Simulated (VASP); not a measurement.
## Pt: single point with PBE

Pt:

```
CELL_PARAMETERS angstrom
2.75854 0.00000 0.00000
-1.37927 2.15007 0.00000
0.00000 0.00000 4.78138
ATOMIC_POSITIONS crystal
Pt 0.66667 0.33333 0.75000
Pt 0.33333 0.66667 0.25000
```

This cell differs from its parent crystal: normal strain along x +0.0000, normal strain along y -0.1000.

| Item | Value |
| --- | --- |
| Program | VASP 6.6.1 |
| Task | single point |
| Functional | PBE |
| Potentials or basis | VASP PAW PBE potentials, release 64 (Pt) |
| Cutoff | 520 eV |
| k mesh | 18 × 18 × 10 |
| Occupations | gaussian, width 0.15 eV |
| Spin | no spin polarisation |
| Dipole correction | no |
| Further INCAR settings | ALGO = Fast; EDIFF = 1e-07; NBANDS = 17 |

```json
{
  "Pressure": "40.2 GPa",
  "Largest force": "0.077 eV/Å",
  "Band gap on the k mesh": "zero (band 10 reaches 13.71 eV, above the bottom of band 11 at 11.36 eV)"
}
```

Forces in eV/Å, atoms in the order of the input:
```
Pt   0.000  0.077  0.000
Pt   0.000 -0.077  0.000
```

Stress tensor (GPa, compression positive):
```
32.67  0.00  0.00
 0.00 69.91  0.00
 0.00  0.00 18.00
```

Levels at points of the mesh, in eV from the Fermi level:
| k point | band 7 | band 8 | band 9 | band 10 | band 11 | band 12 | band 13 | band 14 |
| --- | --- | --- | --- | --- | --- | --- | --- | --- |
| (0.00, 0.00, 0.00) | -2.56 | -1.89 | -1.58 | -1.49 | -0.34 | 0.02 | 4.74 | 14.84 |
| (0.50, 0.00, 0.00) | -2.78 | 0.08 | 0.33 | 0.49 | 2.60 | 4.13 | 7.61 | 8.67 |
| (0.00, 0.50, 0.00) | -2.55 | -0.46 | 1.13 | 1.30 | 3.06 | 5.11 | 9.18 | 9.61 |
| (0.00, 0.00, 0.50) | -2.88 | -2.88 | -0.97 | -0.97 | -0.54 | -0.54 | 11.59 | 11.59 |
| (0.50, 0.00, 0.50) | -1.21 | -1.21 | 0.45 | 0.45 | 1.56 | 1.56 | 7.29 | 7.29 |
| (0.00, 0.50, 0.50) | -0.86 | -0.86 | 1.22 | 1.22 | 2.37 | 2.37 | 8.84 | 8.84 |

It took 2.1 min on 1 thread of Intel(R) Xeon(R) Platinum 8488C (Sapphire Rapids), on a shared host, peak memory 0.33 GiB.

Caveat: the cell differs from its parent crystal (normal strain along x +0.0000, normal strain along y -0.1000); spin-orbit coupling is left out, which moves the levels of the heavy elements.
